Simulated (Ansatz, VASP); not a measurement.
## SrO in VASP and in Ansatz

```
Sr O
1.0
     0.00000    2.59763    2.59763
     2.59763    0.00000    2.59763
     2.59763    2.59763    0.00000
Sr O
1 1
Direct
  0.50000 0.50000 0.50000
  0.00000 0.00000 0.00000
```

Alike in both runs: functional r2SCAN; k mesh 10 × 10 × 10; occupations fermi-dirac, width 0.02 eV; no spin polarisation.

Ansatz relaxed the structure, and its values are those at the end. VASP's run is a single point on that final structure, the one shown.

```csv
,VASP,Ansatz
version,VASP 6.6.1,Ansatz 0.2.0
potentials or method,"VASP PAW PBE potentials, release 64 (Sr_sv, O), cutoff 520 eV",PAW plane waves
valence electrons in the cell,16,16
```

Ansatz gave:

```
gap on the k mesh at the Fermi level (eV) : 3.81
pressure (GPa)                            : -1.8
```

Question: Estimate VASP's values.

Answer: gap on the k mesh at the Fermi level (eV): 3.76; pressure (GPa): -1.4.

VASP's potentials were made for PBE, not for r2SCAN. With one functional, cell and mesh, what is left measures potentials, basis and numerics. Ansatz's warnings: stress scf threshold loose.
